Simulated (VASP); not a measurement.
# Ni (P6_3/mmc) in VASP: a series of runs

The runs below take Ni through single point, with RPBE.

Everything below comes from runs of VASP 6.6.1. Logs are shortened: lines on timing, memory, paths and dates and some standing lists are left out, and cuts for length are marked.

## 1. The cell of the first run

It takes space group P6_3/mmc (No. 194, hexagonal). The conventional cell has a = 2.546 Å, b = 2.546 Å, c = 8.332 Å, α = 90.00°, β = 90.00°, γ = 120.00°. Ni (site symmetry -3m) has 12 Ni at 2.55 Å within 3.4 Å. Ni (site symmetry -6m2) has 12 Ni at 2.55 Å within 3.4 Å.

This isn't the form of Ni at room conditions, which is fcc.

## 2. Single point, RPBE, collinear spin, ferromagnetic start (11.69 Å³/atom)

Contents of INCAR:

```
  PREC = Accurate
  ENCUT = 520
  EDIFF = 1E-6
  ISMEAR = -1
  SIGMA = 0.05
  LREAL = False
  LASPH = True
  NELM = 150
  ALGO = Normal
  ISIF = 2
  LWAVE = False
  LCHARG = False
  ISPIN = 2
  MAGMOM = 0.702 0.702 0.71 0.71
  LORBIT = 11
  LMAXMIX = 4
  GGA = RP
  NBANDS = 32
```

Contents of KPOINTS:

```
Automatic mesh
0
Gamma
  16 16 5
```

Contents of POSCAR:

```
Ni
1.0
    2.5456939045      0.0000000000      0.0000000000
   -1.2728469522      2.2046355915      0.0000000000
    0.0000000000      0.0000000000      8.3315605716
Ni
4
Direct
    0.0000000000      1.0000000000      1.0000000000
    0.0000000000      1.0000000000      0.5000000000
    0.3333333333      0.6666666667      0.2500000000
    0.6666666667      0.3333333333      0.7500000000
```

Potentials or basis: VASP PAW PBE potentials, release 64 (Ni).

Command:

```sh
$ cat potpaw_PBE.64/Ni/POTCAR > POTCAR
$ mpirun -np 1 vasp_std > vasp.out
```

OUTCAR:

```text
PREC = Accurate
   ENCUT = 520
   EDIFF = 1E-6
   ISMEAR = -1
   LREAL = False
   LASPH = True
   NELM = 150
   ISIF = 2
   ISPIN = 2
   LORBIT = 11
   GGA = RP

 ion  position               nearest neighbor table
   1  0.000  0.000  0.000-   3 2.55   4 2.55   3 2.55   4 2.55   4 2.55   3 2.55
   2  0.000  0.000  0.500-   3 2.55   4 2.55   3 2.55   4 2.55   4 2.55   3 2.55
   3  0.333  0.667  0.250-   1 2.55   2 2.55   1 2.55   2 2.55   1 2.55   2 2.55
   4  0.667  0.333  0.750-   1 2.55   2 2.55   1 2.55   2 2.55   1 2.55   2 2.55

  LATTYP: Found a hexagonal cell.
 ALAT       =     2.5456939045
 C/A-ratio  =     3.2728053270

  Lattice vectors:

 A1 = (   2.5456939045,   0.0000000000,   0.0000000000)
 A2 = (  -1.2728469522,   2.2046355915,   0.0000000000)
 A3 = (   0.0000000000,   0.0000000000,   8.3315605716)

Analysis of symmetry for initial positions (statically):
=====================================================================
 Subroutine PRICEL returns:
 Original cell was already a primitive cell.

 Routine SETGRP: Setting up the symmetry group for a
 hexagonal supercell.

 Subroutine GETGRP returns: Found 24 space group operations
 (whereof 12 operations were pure point group operations)
 out of a pool of 24 trial point group operations.

The static configuration has the point symmetry D_3d.
 The point group associated with its full space group is D_6h.

Analysis of symmetry for dynamics (positions and initial velocities):
=====================================================================
 Subroutine PRICEL returns:
 Original cell was already a primitive cell.

 Routine SETGRP: Setting up the symmetry group for a
 hexagonal supercell.

 Subroutine GETGRP returns: Found 24 space group operations
 (whereof 12 operations were pure point group operations)
 out of a pool of 24 trial point group operations.

The dynamic configuration has the point symmetry D_3d.
 The point group associated with its full space group is D_6h.

Analysis of structural, dynamic, and magnetic symmetry:
=====================================================================
 Subroutine PRICEL returns:
 Original cell was already a primitive cell.

 Routine SETGRP: Setting up the symmetry group for a
 hexagonal supercell.

 Subroutine GETGRP returns: Found 24 space group operations
 (whereof 12 operations were pure point group operations)
 out of a pool of 24 trial point group operations.

The overall configuration has the point symmetry D_3d.
 The point group associated with its full space group is D_6h.

 Subroutine INISYM returns: Found 24 space group operations
 (whereof 12 operations are pure point group operations),
 and found     1 'primitive' translations

----------------------------------------------------------------------------------------

                                     Primitive cell

  volume of cell :      46.7594

  direct lattice vectors                    reciprocal lattice vectors
     2.545693905  0.000000000  0.000000000     0.392820204  0.226794851  0.000000000
    -1.272846952  2.204635592  0.000000000     0.000000000  0.453589702  0.000000000
     0.000000000  0.000000000  8.331560572     0.000000000  0.000000000  0.120025533

  length of vectors
     2.545693905  2.545693904  8.331560572     0.453589702  0.453589702  0.120025533

  position of ions in fractional coordinates (direct lattice)
     0.000000000  0.000000000  0.000000000
     0.000000000  0.000000000  0.500000000
     0.333333333  0.666666667  0.250000000
     0.666666667  0.333333333  0.750000000

  ion indices of the primitive-cell ions
   primitive index   ion index
                 1           1
                 2           2
                 3           3
                 4           4

----------------------------------------------------------------------------------------

 KPOINTS: Automatic mesh

Automatic generation of k-mesh.
 Grid dimensions read from file:
 generate k-points for:   16   16    5

 Generating k-lattice:

  Cartesian coordinates                     Fractional coordinates (reciprocal lattice)
     0.024551263  0.014174678  0.000000000     0.062500000 -0.000000000  0.000000000
     0.000000000  0.028349356  0.000000000     0.000000000  0.062500000  0.000000000
     0.000000000  0.000000000  0.024005107     0.000000000  0.000000000  0.200000000

  Length of vectors
     0.028349356  0.028349356  0.024005107

  Shift w.r.t. Gamma in fractional coordinates (k-lattice)
     0.000000000  0.000000000  0.000000000

 Subroutine IBZKPT returns following result:
 ===========================================

 Found     90 irreducible k-points:

 Following reciprocal coordinates:
            Coordinates               Weight
  0.000000  0.000000  0.000000      1.000000
  0.062500  0.000000  0.000000      6.000000
  0.125000  0.000000  0.000000      6.000000
  0.187500  0.000000  0.000000      6.000000
  0.250000  0.000000  0.000000      6.000000
  0.312500  0.000000  0.000000      6.000000
[... 16 lines left out ...]
  0.187500  0.187500  0.000000      6.000000
  0.250000  0.187500  0.000000     12.000000
 [... further k-points ...]
   k-points           NKPTS =     90   k-points in BZ     NKDIM =     90   number of bands    NBANDS=     32
   number of dos      NEDOS =    301   number of ions     NIONS =      4
   total plane-waves  NPLWV =  25600
   dimension x,y,z NGX =    20 NGY =   20 NGZ =   64
   dimension x,y,z NGXF=    40 NGYF=   40 NGZF=  128
   ions per type =               4
   NGX,Y,Z   is equivalent  to a cutoff of  13.06, 13.06, 12.77 a.u.
   NGXF,Y,Z  is equivalent  to a cutoff of  26.12, 26.12, 25.54 a.u.
 SYSTEM =  unknown system
   PREC   = accura    normal or accurate (medium, high low for compatibility)
   ISTART =      0    job   : 0-new  1-cont  2-samecut
   ICHARG =      2    charge: 1-file 2-atom 10-const
   ISPIN  =      2    spin polarized calculation?
   LNONCOLLINEAR =      F non collinear calculations
   LSORBIT =      F    spin-orbit coupling
   LASPH  =      T    aspherical Exc in radial PAW
   ENCUT  =  520.0 eV  38.22 Ry    6.18 a.u.   4.73  4.73 15.49*2*pi/ulx,y,z
   NELM   =    150;   NELMIN=  2; NELMDL= -5     # of ELM steps
   EDIFF  = 0.1E-05   stopping-criterion for ELM
   LREAL  =      F    real-space projection
   EDIFFG = 0.1E-04   stopping-criterion for IOM
   NSW    =      0    number of steps for IOM
   IBRION =     -1    ionic relax: 0-MD 1-quasi-New 2-CG
   NFREE  =      0    steps in history (QN), initial steepest desc. (CG)
   ISIF   =      2    stress and relaxation
   ISYM   =      2    0-nonsym 1-usesym 2-fastsym
   POTIM  = 0.5000    time-step for ionic-motion
   TEBEG  =    0.0;   TEEND  =   0.0 temperature during run
   PSTRESS=    0.0 pullay stress
   NELECT =      40.0000    total number of electrons
   NUPDOWN=      -1.0000    fix difference up-down
   EMIN   =  10.00;   EMAX   =-10.00  energy-range for DOS
   EFERMI =   0.00;   METHOD = LEGACY
   ISMEAR =    -1;   SIGMA  =   0.05  broadening in eV -4-tet -1-fermi 0-gaus
   EFERMI_NEDOS =   21; number of points for ismear=-14 and -15
   IALGO  =     38    algorithm
   IMIX   =      4    mixing-type and parameters
     AMIX     =   0.40;   BMIX     =  1.00
     AMIX_MAG =   1.60;   BMIX_MAG =  1.00
  volume/ion in A,a.u.               =      11.69        78.89
  Fermi-wavevector in a.u.,A,eV,Ry     =   1.554074  2.936774 32.860059  2.415146
  Thomas-Fermi vector in A             =   2.658213
   LORBIT       =     11    0 simple, 1 ext, 2 COOP (PROOUT), +10 PAW based schemes
   GGA     = RP    functional components
   LHFCALC =     F    Hartree Fock is set to
   AEXX    =    0.0000 exact exchange contribution
   IVDW    =     0    specifies the selected vdW correction
   LEPSILON=     F    determine dielectric tensor
   LRPA    =     F    only Hartree local field effects (RPA)
 spin polarized calculation
  energy-cutoff  :      520.00
  volume of cell :       46.76
 maximum number of plane-waves:      1279
 NGX is ok and might be reduce to    20
   NGX =  9   NGY =  9   NGZ = 31

 number of electron      40.0000004 magnetization       2.5810874

 Free energy of the ion-electron system (eV)
  ---------------------------------------------------
  ext. energy  EPLUGINS =         0.00000000
  ---------------------------------------------------
  free energy    TOTEN  =       -19.75661762 eV

  energy without entropy =      -19.68910211  energy(sigma->0) =      -19.72285986

 E-fermi :   8.5710     XC(G=0): -12.7108

 val. band max:        8.5675837175   @ k =   0.1875   0.1875   0.2000
 cond. band min:       8.5718130017   @ k =   0.3750   0.0625   0.0000
 fundamental gap:      0.0042292841
 Fermi energy:         8.5709678864

 spin component 1

 k-point     1 :       0.0000    0.0000    0.0000
  band No.  band energies     occupation
      1       0.0498      1.00000
      2       2.1710      1.00000
      3       2.1741      1.00000
      4       4.0928      1.00000
      5       5.9745      1.00000
      6       6.0433      1.00000
[... 24 lines left out ...]
     31      31.9226      0.00000
     32      31.9226      0.00000

 k-point     2 :       0.0625    0.0000    0.0000
  band No.  band energies     occupation
      1       0.1789      1.00000
      2       2.2851      1.00000
      3       2.2882      1.00000
      4       4.1715      1.00000
      5       5.9055      1.00000
      6       6.0089      1.00000
[... 24 lines left out ...]
     31      30.4534      0.00000
     32      31.3906      0.00000
[... 733 lines left out ...]
     31      21.9635      0.00000
     32      24.7048      0.00000

 k-point    24 :       0.2500    0.1875    0.0000
  band No.  band energies     occupation
      1       3.9559      1.00000
      2       4.6055      1.00000
      3       4.6070      1.00000
      4       5.1712      1.00000
      5       5.2099      1.00000
      6       5.4318      1.00000
[... 24 lines left out ...]
     31      21.0725      0.00000
     32      24.6803      0.00000

 [... further k-points ...]

 spin component 2

 k-point     1 :       0.0000    0.0000    0.0000
  band No.  band energies     occupation
      1      -0.0226      1.00000
      2       2.1285      1.00000
      3       2.1309      1.00000
      4       4.5317      1.00000
      5       6.6857      1.00000
      6       6.6884      1.00000
[... 24 lines left out ...]
     31      31.9854      0.00000
     32      31.9854      0.00000

 k-point     2 :       0.0625    0.0000    0.0000
  band No.  band energies     occupation
      1       0.1066      1.00000
      2       2.2436      1.00000
      3       2.2459      1.00000
      4       4.6169      1.00000
      5       6.6262      1.00000
      6       6.6530      1.00000
[... 24 lines left out ...]
     31      30.5076      0.00000
     32      31.3813      0.00000
[... 733 lines left out ...]
     31      22.0488      0.00000
     32      24.7432      0.00000

 k-point    24 :       0.2500    0.1875    0.0000
  band No.  band energies     occupation
      1       4.0149      1.00000
      2       4.8785      1.00000
      3       4.9074      1.00000
      4       5.6306      1.00000
      5       5.7690      1.00000
      6       5.9829      1.00000
[... 24 lines left out ...]
     31      21.1719      0.00000
     32      24.7089      0.00000

 [... further k-points ...]

------------------------ aborting loop because EDIFF is reached ----------------------------------------

  FORCE on cell =-STRESS in cart. coord.  units (eV):
  Direction    XX          YY          ZZ          XY          YZ          ZX
  --------------------------------------------------------------------------------------
  -------------------------------------------------------------------------------------
  Total       -1.8401862     -1.8401862     -1.7760654     -0.0000000      0.0000000      0.0000000
  in kB      -63.0525990    -63.0525990    -60.8555481     -0.0000000      0.0000000      0.0000000
  external PRESSURE =     -62.3202487 kB  Pullay stress =       0.0000000 kB

 VOLUME and BASIS-vectors are now :
 -----------------------------------------------------------------------------
  energy-cutoff  :      520.00
  volume of cell :       46.76
      direct lattice vectors                 reciprocal lattice vectors
     2.545693905  0.000000000  0.000000000     0.392820204  0.226794851  0.000000000
    -1.272846952  2.204635592  0.000000000     0.000000000  0.453589702  0.000000000
     0.000000000  0.000000000  8.331560572     0.000000000  0.000000000  0.120025533

 POSITION                                       TOTAL-FORCE (eV/Angst)
 -----------------------------------------------------------------------------------
      0.00000      0.00000      0.00000        -0.000000      0.000000     -0.000000
      0.00000      0.00000      4.16578        -0.000000      0.000000     -0.000000
     -0.00000      1.46976      2.08289         0.000000     -0.000000     -0.000000
      1.27285      0.73488      6.24867        -0.000000      0.000000      0.000000
 -----------------------------------------------------------------------------------
    total drift:                                0.000000     -0.000000      0.000000

  FREE ENERGIE OF THE ION-ELECTRON SYSTEM (eV)
  ---------------------------------------------------
  free  energy   TOTEN  =       -19.7566176168 eV

  energy  without entropy=      -19.6891021101  energy(sigma->0) =      -19.72285986

 total charge

# of ion       s       p       d       tot
------------------------------------------
    1        0.466   0.435   8.284   9.185
    2        0.466   0.435   8.284   9.185
    3        0.466   0.437   8.282   9.185
    4        0.466   0.437   8.282   9.185
--------------------------------------------------
tot          1.864   1.744  33.130  36.739

 magnetization (x)

# of ion       s       p       d       tot
------------------------------------------
    1       -0.007  -0.027   0.693   0.660
    2       -0.007  -0.027   0.693   0.660
    3       -0.007  -0.027   0.705   0.671
    4       -0.007  -0.027   0.705   0.671
--------------------------------------------------
tot         -0.027  -0.107   2.796   2.663
```

Run time: 9 min. Hardware: 1 thread of Oxide Virtual Turin-like, shared host; peak memory 0.26 GiB.

What came out:

```yaml
Free_energy: -19.7566 eV
Pressure: -6.2 GPa
Net_moment: 2.58 μB per cell
Site_moments: Ni +0.66, +0.67 (each value once) μB
Valence_electrons_inside_the_program's_atomic_spheres: Ni 9.19
```

Stress tensor (GPa, compression positive):
```
-6.31  0.00  0.00
 0.00 -6.31  0.00
 0.00  0.00 -6.09
```

Levels at points of the mesh, in eV from the Fermi level:
Spin up:
| k point | band 18 | band 19 | band 20 | band 21 | band 22 | band 23 | band 24 | band 25 |
| --- | --- | --- | --- | --- | --- | --- | --- | --- |
| (0.00, 0.00, 0.00) | -1.18 | -1.18 | -0.98 | -0.98 | -0.69 | -0.69 | -0.19 | 5.14 |
| (0.50, 0.00, 0.00) | -0.59 | -0.58 | -0.57 | 0.27 | 1.32 | 2.09 | 2.64 | 5.98 |
Spin down:
| k point | band 16 | band 17 | band 18 | band 19 | band 20 | band 21 |
| --- | --- | --- | --- | --- | --- | --- |
| (0.00, 0.00, 0.00) | -0.79 | -0.79 | -0.49 | -0.49 | -0.30 | -0.26 |
| (0.50, 0.00, 0.00) | 0.16 | 0.20 | 0.27 | 0.29 | 0.32 | 0.33 |

Caveat: the cell stands under tension; the PAW data sets were made with another functional, which shifts forces and pressure a little.

## 3. Single point, RPBE, collinear spin, ferromagnetic start (12.14 Å³/atom)

This run uses another cell than the first one, of 12.14 Å³/atom.

Contents of INCAR:

```
SYSTEM = Ni
PREC     = Accurate       ! precision mode
ENCUT    = 520            ! plane-wave cutoff, eV
EDIFF    = 1E-6           ! SCF threshold, eV
ISMEAR   = -1             ! smearing method
SIGMA    = 0.05           ! smearing width, eV
LREAL    = .FALSE.        ! projectors in reciprocal space
LASPH    = .TRUE.         ! aspherical terms in the spheres
NELM     = 150            ! most SCF steps
ALGO     = Normal         ! electronic algorithm
ISIF     = 2              ! what is computed and relaxed
LWAVE    = .FALSE.        ! write WAVECAR
LCHARG   = .FALSE.        ! write CHGCAR
ISPIN    = 2              ! spin polarisation
MAGMOM   = 0.702 0.702 0.71 0.71 ! initial moments
LORBIT   = 11             ! projections on sites
LMAXMIX  = 4              ! l up to which the mixer works
GGA      = RP             ! functional
NBANDS   = 32             ! bands
```

Contents of KPOINTS:

```
regular mesh
0
G
  16 16 5
  0 0 0
```

Contents of POSCAR:

```
Ni
1.0
    2.5779212992      0.0000000000      0.0000000000
   -1.2889606496      2.2325453340      0.0000000000
    0.0000000000      0.0000000000      8.4370345606
Ni
4
Direct
    0.0000000000      1.0000000000      1.0000000000
    0.0000000000      1.0000000000      0.5000000000
    0.3333333333      0.6666666667      0.2500000000
    0.6666666667      0.3333333333      0.7500000000
```

Potentials or basis: VASP PAW PBE potentials, release 64 (Ni).

Command:

```sh
$ cat potpaw_PBE.64/Ni/POTCAR > POTCAR
$ mpirun -np 1 vasp_std > vasp.out
```

Wall time 7.2 min (1 thread of Oxide Virtual Turin-like, shared host); peak memory 0.27 GiB.

Results (log left out):

| Item | Value |
| --- | --- |
| Free energy | -19.6583 eV |
| Pressure | -11.1 GPa |
| Net moment | 2.67 μB per cell |
| Site moments | Ni +0.69 μB |
| Valence electrons inside the program's atomic spheres | Ni 9.13 |

Levels at points of the mesh, in eV from the Fermi level:
Spin up:
| k point | band 17 | band 18 | band 19 | band 20 | band 21 | band 22 | band 23 | band 24 | band 25 | band 26 |
| --- | --- | --- | --- | --- | --- | --- | --- | --- | --- | --- |
| (0.00, 0.00, 0.00) | -1.39 | -1.17 | -1.17 | -0.99 | -0.99 | -0.71 | -0.71 | -0.13 | 4.89 | 13.28 |
| (0.50, 0.00, 0.00) | -0.63 | -0.62 | -0.61 | -0.60 | 0.30 | 1.33 | 2.00 | 2.54 | 5.72 | 5.73 |
Spin down:
```
           k point  band 16  band 17  band 18  band 19  band 20  band 21
(0.00, 0.00, 0.00)    -0.74    -0.74    -0.47    -0.47    -0.24    -0.24
(0.50, 0.00, 0.00)     0.15     0.19     0.26     0.28     0.31     0.36
```

Caveat: the cell stands under tension; the PAW data sets were made with another functional, which shifts forces and pressure a little.
